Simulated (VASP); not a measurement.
Runs of VASP 6.6.1 on LiF. Symmetry: Pm-3m, No. 221, cubic system. Conventional cell: a = 2.516 Å, b = 2.516 Å, c = 2.516 Å, α = 90.00°, β = 90.00°, γ = 90.00°. Within 2.9 Å of Li (site symmetry m-3m) lie 8 F at 2.18 Å and 6 Li at 2.52 Å. F (site symmetry m-3m) has 8 Li at 2.18 Å and 6 F at 2.52 Å within 2.9 Å. 

```csv
level,potentials or basis,k mesh,grid for exact exchange (PRECFOCK),screening parameter,gap on the mesh (eV)
r2SCAN,"VASP PAW PBE potentials, release 64 (Li_sv, F)",6 × 6 × 6,-,-,(a)
PBE,"VASP PAW PBE potentials, release 64 (Li_sv, F)",8 × 8 × 8,-,-,7.95
HSE06,"VASP PAW PBE potentials, release 64 (Li_sv, F)",6 × 6 × 6,Normal,0.2079 1/Å,10.17
LDA,"VASP PAW LDA potentials, release 64 (Li_sv, F)",6 × 6 × 6,-,-,7.74
PBE,"VASP PAW PBE potentials, release 64 (Li_sv, F)",6 × 6 × 6,-,-,7.95
```

Alike in all rows: task single point; no spin polarisation; cell as given; cutoff (eV) 520; smearing gaussian 0.01 eV.

Task: Estimate the missing entries.

Result: (a) 9.12.

A k mesh can miss the band edges.
